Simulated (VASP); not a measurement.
# CdSe: single point with r2SCAN

Crystal: CdSe.

```
Cd Se
1.0
     0.00000    2.93032    2.93032
     2.93032    0.00000    2.93032
     2.93032    2.93032    0.00000
Cd Se
1 1
Direct
  0.00000 0.00000 0.00000
  0.50000 0.50000 0.50000
```

```
Program                : VASP 6.6.1
Task                   : single point
Functional             : r2SCAN
Potentials or basis    : VASP PAW PBE potentials, release 64 (Cd, Se)
Cutoff                 : 520 eV
k mesh                 : 8 × 8 × 8
Occupations            : fermi-dirac, width 0.05 eV
Spin                   : no spin polarisation
Dipole correction      : no
Further INCAR settings : ALGO = Normal; EDIFF = 1e-07; NBANDS = 16
```

```
Pressure : -4.9 GPa
```

Levels at points of the mesh, in eV from the Fermi level:
| k point | band 5 | band 6 | band 7 | band 8 | band 9 | band 10 | band 11 | band 12 | band 13 | band 14 |
| --- | --- | --- | --- | --- | --- | --- | --- | --- | --- | --- |
| (0.00, 0.00, 0.00) | -8.18 | -8.18 | -0.63 | -0.63 | -0.63 | 0.35 | 9.01 | 9.01 | 9.01 | 10.14 |
| (0.50, 0.00, 0.00) | -8.07 | -8.07 | -4.74 | -0.17 | -0.17 | 3.50 | 5.71 | 5.71 | 5.95 | 11.59 |
| (0.50, 0.50, 0.00) | -8.03 | -7.60 | -3.85 | -1.96 | -1.96 | -0.10 | 5.85 | 9.97 | 10.61 | 10.61 |

Run time: 43 s on 1 thread of Intel(R) Xeon(R) 6975P-C (Granite Rapids), on a shared host, peak memory 0.2 GiB.

Caveat: the PAW data sets were made with another functional, which shifts forces and pressure a little.
